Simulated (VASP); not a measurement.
V, 2 atoms in the cell. The structure is hexagonal, space group P6_3/mmc (No. 194). Conventional cell: a = 2.610 Å, b = 2.610 Å, c = 4.689 Å, α = 90.00°, β = 90.00°, γ = 120.00°. Within 3.4 Å of V (site symmetry -6m2) lie 12 V at 2.61 to 2.79 Å. This isn't the form of V at room conditions, which is bcc.

```yaml
Program: VASP 6.6.1
Task: single point
Functional: PBE
Potentials_or_basis: VASP PAW PBE potentials, release 64 (V_sv)
Cutoff: 520 eV
k_mesh: 18 × 18 × 10
Occupations: gaussian, width 0.05 eV
Spin: collinear spin
Starting_moments: "[0.05, 0.05] μB"
Dipole_correction: no
k_mesh_for_the_DOS: 27 × 27 × 15
Occupations_for_the_DOS: tetrahedron
Further_INCAR_settings: ALGO = Fast; EDIFF = 1e-06
```

Potentials or basis: VASP PAW PBE potentials, release 64 (V_sv).

Command:

```console
$ cat potpaw_PBE.64/V_sv/POTCAR > POTCAR
$ cp INCAR.step1 INCAR
$ cp KPOINTS.step1 KPOINTS
$ mpirun -np 1 vasp_std > vasp.out
$ cp INCAR.step2 INCAR
$ cp KPOINTS.step2 KPOINTS
$ mpirun -np 1 vasp_std > vasp.out
```

Hardware: 1 thread of Intel(R) Xeon(R) 6975P-C (Granite Rapids) (shared host).

Q: How long does it take, and how much memory?

A: Run time: 3.6 min on 1 thread of Intel(R) Xeon(R) 6975P-C (Granite Rapids) (shared host), peak memory 0.51 GiB. Counts: k points 600.
